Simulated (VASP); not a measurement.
# In3As (P6mm) in VASP: notebook

Runs on In3As. Level: PBE. Tasks: relaxation of cell and atoms, single point.

All numbers are computed with VASP 6.6.1; they aren't measurements. Logs are shortened: lines on timing, memory, paths and dates and some standing lists are left out, and cuts for length are marked.

## 1. The cell of the first run

It takes space group P6mm (No. 183, hexagonal). The conventional cell has a = 4.256 Å, b = 4.256 Å, c = 7.177 Å, α = 90.00°, β = 90.00°, γ = 120.00°. Within 3.2 Å of In (site symmetry 3m) lie 6 In at 2.46 Å and 3 As at 3.09 Å. Within 2.6 Å of In (site symmetry 6mm) lie 1 As at 1.96 Å and 6 In at 2.46 Å. As (site symmetry 6mm) has 1 In at 1.96 Å within 2.6 Å.

The cell was generated, and may not be a known phase.

## 2. Relaxation of cell and atoms, PBE

INCAR

```
  PREC = Accurate
  ENCUT = 600
  EDIFF = 1E-6
  ISMEAR = 0
  SIGMA = 0.1
  LREAL = False
  LASPH = True
  NELM = 100
  ALGO = Normal
  ISIF = 3
  LWAVE = False
  LCHARG = False
  GGA = PE
  IBRION = 2
  NSW = 90
  EDIFFG = -0.04
```

KPOINTS

```
regular mesh
0
Gamma
  6 6 4
```

POSCAR

```
In3As
1.0
    4.2562115500      0.0000000000      0.0000000000
   -2.1281057800      3.6859873300      0.0000000000
    0.0000000000      0.0000000000      7.1768623500
In As
3 1
Direct
    0.3333333300      0.6666666700      0.7653372200
    0.6666666700      0.3333333300      0.7653372200
    0.0000000000      0.0000000000      0.7526654100
    0.0000000000      0.0000000000      0.0252831100
```

Potentials or basis: VASP PAW PBE potentials, release 64 (In_d, As).

Launch:

```bash
cat potpaw_PBE.64/In_d/POTCAR potpaw_PBE.64/As/POTCAR > POTCAR
mpirun -np 1 vasp_std > vasp.out
```

OUTCAR:

```text
PREC = Accurate
   ENCUT = 600
   EDIFF = 1E-6
   ISMEAR = 0
   LREAL = False
   LASPH = True
   NELM = 100
   ISIF = 3
   GGA = PE
   IBRION = 2
   NSW = 90
   EDIFFG = -0.04

 ion  position               nearest neighbor table
   1  0.333  0.667  0.765-   2 2.46   2 2.46   2 2.46   3 2.46   3 2.46   3 2.46   4 3.09   4 3.09
                             4 3.09
   2  0.667  0.333  0.765-   1 2.46   1 2.46   1 2.46   3 2.46   3 2.46   3 2.46   4 3.09   4 3.09
                             4 3.09
   3  0.000  0.000  0.753-   4 1.96   2 2.46   1 2.46   2 2.46   1 2.46   2 2.46   1 2.46
   4  0.000  0.000  0.025-   3 1.96   2 3.09   1 3.09   2 3.09   1 3.09   2 3.09   1 3.09

  LATTYP: Found a hexagonal cell.
 ALAT       =     4.2562115500
 C/A-ratio  =     1.6862090302

  Lattice vectors:

 A1 = (   4.2562115500,   0.0000000000,   0.0000000000)
 A2 = (  -2.1281057800,   3.6859873300,   0.0000000000)
 A3 = (   0.0000000000,   0.0000000000,   7.1768623500)

Analysis of symmetry for initial positions (statically):
=====================================================================
 Subroutine PRICEL returns:
 Original cell was already a primitive cell.

 Routine SETGRP: Setting up the symmetry group for a
 hexagonal supercell.

 Subroutine GETGRP returns: Found 12 space group operations
 (whereof 12 operations were pure point group operations)
 out of a pool of 24 trial point group operations.

The static configuration has the point symmetry C_6v.

Analysis of symmetry for dynamics (positions and initial velocities):
=====================================================================
 Subroutine PRICEL returns:
 Original cell was already a primitive cell.

 Routine SETGRP: Setting up the symmetry group for a
 hexagonal supercell.

 Subroutine GETGRP returns: Found 12 space group operations
 (whereof 12 operations were pure point group operations)
 out of a pool of 24 trial point group operations.

The dynamic configuration has the point symmetry C_6v.

 Subroutine INISYM returns: Found 12 space group operations
 (whereof 12 operations are pure point group operations),
 and found     1 'primitive' translations

----------------------------------------------------------------------------------------

                                     Primitive cell

  volume of cell :     112.5931

  direct lattice vectors                    reciprocal lattice vectors
     4.256211550  0.000000000  0.000000000     0.234950727  0.135648866  0.000000000
    -2.128105780  3.685987330  0.000000000     0.000000000  0.271297731  0.000000000
     0.000000000  0.000000000  7.176862350     0.000000000  0.000000000  0.139336656

  length of vectors
     4.256211550  4.256211556  7.176862350     0.271297732  0.271297731  0.139336656

  position of ions in fractional coordinates (direct lattice)
     0.333333330  0.666666670  0.765337220
     0.666666670  0.333333330  0.765337220
     0.000000000  0.000000000  0.752665410
     0.000000000  0.000000000  0.025283110

  ion indices of the primitive-cell ions
   primitive index   ion index
                 1           1
                 2           2
                 3           3
                 4           4

----------------------------------------------------------------------------------------

 KPOINTS: regular mesh

Automatic generation of k-mesh.
 Grid dimensions read from file:
 generate k-points for:    6    6    4

 Generating k-lattice:

  Cartesian coordinates                     Fractional coordinates (reciprocal lattice)
     0.039158455  0.022608144  0.000000000     0.166666667  0.000000000  0.000000000
     0.000000000  0.045216289  0.000000000     0.000000000  0.166666667  0.000000000
     0.000000000  0.000000000  0.034834164     0.000000000  0.000000000  0.250000000

  Length of vectors
     0.045216289  0.045216289  0.034834164

  Shift w.r.t. Gamma in fractional coordinates (k-lattice)
     0.000000000  0.000000000  0.000000000

 Subroutine IBZKPT returns following result:
 ===========================================

 Found     21 irreducible k-points:

 Following reciprocal coordinates:
            Coordinates               Weight
  0.000000  0.000000  0.000000      1.000000
  0.166667  0.000000  0.000000      6.000000
  0.333333  0.000000  0.000000      6.000000
  0.500000  0.000000  0.000000      3.000000
  0.166667  0.166667  0.000000      6.000000
  0.333333  0.166667  0.000000     12.000000
[... 13 lines left out ...]
  0.333333  0.166667  0.500000     12.000000
  0.333333  0.333333  0.500000      2.000000
   k-points           NKPTS =     21   k-points in BZ     NKDIM =     21   number of bands    NBANDS=     26
   number of dos      NEDOS =    301   number of ions     NIONS =      4
   total plane-waves  NPLWV =  77760
   dimension x,y,z NGX =    36 NGY =   36 NGZ =   60
   dimension x,y,z NGXF=    72 NGYF=   72 NGZF=  120
   ions per type =               3   1
   NGX,Y,Z   is equivalent  to a cutoff of  14.06, 14.06, 13.90 a.u.
   NGXF,Y,Z  is equivalent  to a cutoff of  28.12, 28.12, 27.80 a.u.
 SYSTEM =  unknown system
   PREC   = accura    normal or accurate (medium, high low for compatibility)
   ISTART =      0    job   : 0-new  1-cont  2-samecut
   ICHARG =      2    charge: 1-file 2-atom 10-const
   ISPIN  =      1    spin polarized calculation?
   LNONCOLLINEAR =      F non collinear calculations
   LSORBIT =      F    spin-orbit coupling
   LASPH  =      T    aspherical Exc in radial PAW
   ENCUT  =  600.0 eV  44.10 Ry    6.64 a.u.   8.50  8.50 14.33*2*pi/ulx,y,z
   NELM   =    100;   NELMIN=  2; NELMDL= -5     # of ELM steps
   EDIFF  = 0.1E-05   stopping-criterion for ELM
   LREAL  =      F    real-space projection
   EDIFFG = -.4E-01   stopping-criterion for IOM
   NSW    =     90    number of steps for IOM
   IBRION =      2    ionic relax: 0-MD 1-quasi-New 2-CG
   NFREE  =      1    steps in history (QN), initial steepest desc. (CG)
   ISIF   =      3    stress and relaxation
   ISYM   =      2    0-nonsym 1-usesym 2-fastsym
   POTIM  = 0.5000    time-step for ionic-motion
   TEBEG  =    0.0;   TEEND  =   0.0 temperature during run
   PSTRESS=    0.0 pullay stress
   NELECT =      44.0000    total number of electrons
   NUPDOWN=      -1.0000    fix difference up-down
   EMIN   =  10.00;   EMAX   =-10.00  energy-range for DOS
   EFERMI =   0.00;   METHOD = LEGACY
   ISMEAR =     0;   SIGMA  =   0.10  broadening in eV -4-tet -1-fermi 0-gaus
   EFERMI_NEDOS =   21; number of points for ismear=-14 and -15
   IALGO  =     38    algorithm
   IMIX   =      4    mixing-type and parameters
     AMIX     =   0.40;   BMIX     =  1.00
     AMIX_MAG =   1.60;   BMIX_MAG =  1.00
  volume/ion in A,a.u.               =      28.15       189.95
  Fermi-wavevector in a.u.,A,eV,Ry     =   1.196893  2.261799 19.491051  1.432552
  Thomas-Fermi vector in A             =   2.332821
   LORBIT       =      0    0 simple, 1 ext, 2 COOP (PROOUT), +10 PAW based schemes
   GGA     = PE    functional components
   LHFCALC =     F    Hartree Fock is set to
   AEXX    =    0.0000 exact exchange contribution
   IVDW    =     0    specifies the selected vdW correction
   LEPSILON=     F    determine dielectric tensor
   LRPA    =     F    only Hartree local field effects (RPA)
 conjugate gradient relaxation of ions
 non-spin polarized calculation
 Gauss-broadening in eV      SIGMA  =   0.10
  energy-cutoff  :      600.00
  volume of cell :      112.59
 maximum number of plane-waves:      3791
 NGX is ok and might be reduce to    36
   NGX = 17   NGY = 17   NGZ = 29

--------------------------------------- Ionic step        1  -------------------------------------------

 number of electron      44.0000004 magnetization

 Free energy of the ion-electron system (eV)
  ---------------------------------------------------
  ext. energy  EPLUGINS =         0.00000000
  ---------------------------------------------------
  free energy    TOTEN  =         2.65402504 eV

  energy without entropy =        2.67303011  energy(sigma->0) =        2.66352758

------------------------ aborting loop because EDIFF is reached ----------------------------------------

  FORCE on cell =-STRESS in cart. coord.  units (eV):
  Direction    XX          YY          ZZ          XY          YZ          ZX
  --------------------------------------------------------------------------------------
  -------------------------------------------------------------------------------------
  Total       46.8887228     46.8887229     39.8051581     -0.0000001     -0.0000000     -0.0000000
  in kB      667.2173413    667.2173426    566.4196031     -0.0000009     -0.0000000     -0.0000000
  external PRESSURE =     633.6180957 kB  Pullay stress =       0.0000000 kB
[... 95 lines left out ...]
  FREE ENERGIE OF THE ION-ELECTRON SYSTEM (eV)
  ---------------------------------------------------
  free  energy   TOTEN  =        -5.7546865285 eV

  energy  without entropy=       -5.6519946990  energy(sigma->0) =       -5.70334061

 E-fermi :  -1.0801     XC(G=0):  -5.0072

 val. band max:       -1.0818949369   @ k =   0.1667   0.1667   0.2500
 cond. band min:      -1.0781838472   @ k =   0.1667   0.1667   0.5000
 fundamental gap:      0.0037110898
 Fermi energy:        -1.0800521942

 k-point     1 :       0.0000    0.0000    0.0000
  band No.  band energies     occupation
      1     -15.9613      2.00000
      2     -15.9532      2.00000
      3     -15.9532      2.00000
      4     -15.9276      2.00000
      5     -15.9276      2.00000
      6     -15.9112      2.00000
[... 598 lines left out ...]
     25      -0.4910      0.00000
     26       0.6113      0.00000

 E-fermi :   4.9187     XC(G=0):  -9.0137

 val. band max:        4.9129286072   @ k =   0.0000   0.0000   0.2500
 cond. band min:       4.9195053808   @ k =   0.0000   0.0000   0.0000
 fundamental gap:      0.0065767736
 Fermi energy:         4.9186805336

 k-point     1 :       0.0000    0.0000    0.0000
  band No.  band energies     occupation
      1     -10.0013      2.00000
      2      -9.9583      2.00000
      3      -9.9583      2.00000
      4      -9.9099      2.00000
      5      -9.9099      2.00000
      6      -9.8693      2.00000
[... 598 lines left out ...]
     25       7.0589      0.00000
     26       9.1842      0.00000

[... ionic steps 4 to 30 ...]

--------------------------------------- Ionic step       31  -------------------------------------------

 number of electron      44.0000025 magnetization

------------------------ aborting loop because EDIFF is reached ----------------------------------------

  FORCE on cell =-STRESS in cart. coord.  units (eV):
  Direction    XX          YY          ZZ          XY          YZ          ZX
  --------------------------------------------------------------------------------------
  -------------------------------------------------------------------------------------
  Total       -0.0985360     -0.0985360     -0.0505782      0.0000000     -0.0000000      0.0000000
  in kB       -1.1682403     -1.1682403     -0.5996538      0.0000000     -0.0000000      0.0000000
  external PRESSURE =      -0.9787114 kB  Pullay stress =       0.0000000 kB
[... 61 lines left out ...]
  energy  without entropy=      -11.5493068624  energy(sigma->0) =      -11.55247454

--------------------------------------- Ionic step       33  -------------------------------------------

 number of electron      44.0000026 magnetization

 Free energy of the ion-electron system (eV)
  ---------------------------------------------------
  ext. energy  EPLUGINS =         0.00000000
  ---------------------------------------------------
  free energy    TOTEN  =       -11.55757698 eV

  energy without entropy =      -11.55128335  energy(sigma->0) =      -11.55443016

 E-fermi :   4.0838     XC(G=0):  -8.5718

 val. band max:        4.0090539531   @ k =   0.1667   0.1667   0.2500
 cond. band min:       4.1024752524   @ k =   0.0000   0.0000   0.0000
 fundamental gap:      0.0934212993
 Fermi energy:         4.0838049210

 k-point     1 :       0.0000    0.0000    0.0000
  band No.  band energies     occupation
      1     -10.5926      2.00000
      2     -10.5059      2.00000
      3     -10.5059      2.00000
      4     -10.4962      2.00000
      5     -10.4962      2.00000
      6     -10.4203      2.00000
[... 629 lines left out ...]
  FREE ENERGIE OF THE ION-ELECTRON SYSTEM (eV)
  ---------------------------------------------------
  free  energy   TOTEN  =       -11.5575769787 eV

  energy  without entropy=      -11.5512833491  energy(sigma->0) =      -11.55443016

 reached required accuracy - stopping structural energy minimisation
```

Wall time 21 min (1 thread of Intel Xeon 6975P-C (Granite Rapids), shared host); peak memory 0.32 GiB.

Results:

- Free energy: -11.5576 eV
- Relaxed volume: 33.65 Å³/atom
- Relaxed cell: a = 5.181 Å, b = 5.181 Å, c = 5.791 Å, α = 90.00°, β = 90.00°, γ = 120.00°
- Space group after relaxing (to 0.1 Å): P6mm (No. 183)
- Energy gained by relaxing: 3552.9 meV/atom
- Ionic steps: 33
- Pressure after relaxing: 0.0 GPa
- Largest force after relaxing: 0.029 eV/Å
- Band gap on the k mesh: zero (bands 22 and 23 overlap by 0.80 eV)

Forces on the atoms (eV/Å):
```
In   0.000  0.000  0.003
In   0.000  0.000  0.003
In   0.000  0.000 -0.029
As   0.000  0.000  0.023
```

Stress tensor (GPa, compression positive):
```
 0.03  0.00  0.00
 0.00  0.03  0.00
 0.00  0.00 -0.13
```

Step by step:
```
step  energy change (eV)  largest force (eV/Å)  pressure (GPa)  volume (Å³)
   1              0.0000               20.5155           63.36       112.59
   2             -8.1094                0.3756           -1.64       408.42
   3             -8.4087                0.4039           -1.75       382.89
   4             -8.7116                0.4270           -1.91       359.51
   5            -11.1428                1.3722           -1.32       212.79
   6            -10.9298                1.5053            5.81       157.43
   7            -11.3011                1.5267           -0.21       194.56
   8            -11.3312                1.5913            0.64       185.63
   9            -11.3293                1.5821            0.45       187.35
  10            -11.8806                1.6179           -1.07       192.23
  11            -12.4771                1.1402           -2.47       198.88
  12            -12.5452                0.5603           -2.59       200.18
  13            -12.7012                2.6663           -0.32       174.42
  14            -12.7510                1.5912           -1.30       181.83
  15            -13.1150                1.7145           -0.36       160.12
  16            -13.2755                2.1717            2.64       136.29
  17            -13.5038                1.7794            2.33       132.10
  18            -13.8455                0.6116            3.45       120.04
  19            -13.8449                0.7550            2.89       122.15
  20            -13.8514                0.5190            3.15       121.09
  21            -13.9886                0.4624            0.79       129.14
  22            -14.0133                0.5054           -0.45       134.69
  23            -14.0401                0.4651           -0.31       134.19
  24            -14.0922                0.3292            0.18       132.66
  25            -14.0495                0.4503            1.41       129.52
  26            -14.1005                0.2274            0.50       131.78
  27            -14.1239                0.2520            0.38       132.29
  28            -14.1734                0.3578            0.09       133.80
  29            -14.1748                0.5493           -0.22       136.77
  30            -14.1901                0.4201           -0.11       135.36
  31            -14.2035                0.2631           -0.10       135.14
  32            -14.2097                0.0846           -0.05       134.85
  33            -14.2116                0.0288           -0.02       134.59
```

Final structure:
```yaml
crystal:
  lattice:
    - [5.18060, 0.00000, 0.00000]
    - [-2.59030, 4.48654, 0.00000]
    - [0.00000, 0.00000, 5.79058]
  atoms:
    - { symbol: In, position: [0.33333, 0.66667, 0.86339] }
    - { symbol: In, position: [0.66667, 0.33333, 0.86339] }
    - { symbol: In, position: [0.00000, 0.00000, 0.53137] }
    - { symbol: As, position: [0.00000, 0.00000, 0.05047] }
```

Levels at points of the mesh, in eV from the Fermi level:
```tsv
k point	band 19	band 20	band 21	band 22	band 23	band 24	band 25	band 26
(0.00, 0.00, 0.00)	-2.21	-1.79	-1.79	-0.54	0.02	0.02	2.02	2.92
(0.50, 0.00, 0.00)	-3.43	-3.09	-2.32	-0.84	1.28	1.95	2.66	3.37
(0.00, 0.00, 0.50)	-1.49	-1.49	-0.44	0.08	0.10	0.10	1.63	1.63
(0.50, 0.00, 0.50)	-3.24	-2.83	-2.01	0.58	1.13	2.11	2.62	2.77
```

Caveat: the volume moved by over 15 % at a fixed basis, so the end points are rough; spin-orbit coupling is left out, which moves the levels of the heavy elements.

## 3. Single point, PBE

This run uses another cell than the first one, of 33.24 Å³/atom.

INCAR

```
ALGO = Fast
EDIFF = 1E-7
ENCUT = 520
GGA = PE
ISIF = 2
ISMEAR = 0
LASPH = True
LCHARG = True
LELF = True
LREAL = False
LVHAR = True
LWAVE = False
NBANDS = 30
NELM = 80
PREC = Accurate
SIGMA = 0.1
```

KPOINTS

```
k-points
0
Gamma
  12 12 8
```

POSCAR

```
In3As
1.0
    5.1631463119      0.0000000000      0.0000000000
   -2.5815731559      4.4714158696      0.0000000000
    0.0000000000      0.0000000000      5.7587818316
In As
3 1
Direct
    0.3333333333      0.6666666667      0.8555435903
    0.6666666667      0.3333333333      0.8555435903
    0.0000000000      0.0000000000      0.5357933264
    0.0000000000      0.0000000000      0.0617424531
```

Potentials or basis: VASP PAW PBE potentials, release 64 (In_d, As).

Launch:

```bash
cat potpaw_PBE.64/In_d/POTCAR potpaw_PBE.64/As/POTCAR > POTCAR
mpirun -np 1 vasp_std > vasp.out
```

It took 5.3 min on 1 thread of Intel Xeon 6975P-C (Granite Rapids), shared host; peak memory 0.48 GiB.

The run converged. Its results:

```yaml
Free_energy: -11.4897 eV
Pressure: 0.0 GPa
Band_gap_on_the_k_mesh: zero (bands 22 and 23 overlap by 0.84 eV)
```

Levels at points of the mesh, in eV from the Fermi level:
```tsv
k point	band 19	band 20	band 21	band 22	band 23	band 24	band 25	band 26
(0.00, 0.00, 0.00)	-2.25	-1.90	-1.90	-0.64	-0.12	-0.12	1.93	2.69
(0.50, 0.00, 0.00)	-3.66	-3.20	-2.44	-1.08	1.05	1.64	2.53	3.22
(0.00, 0.00, 0.50)	-1.57	-1.57	-0.54	-0.25	-0.03	-0.03	1.33	1.33
(0.50, 0.00, 0.50)	-3.34	-2.91	-2.28	0.24	0.90	2.01	2.56	2.59
```

Caveat: spin-orbit coupling is left out, which moves the levels of the heavy elements.

The gap in the log of VASP goes by the Fermi energy; the results here count the filled bands.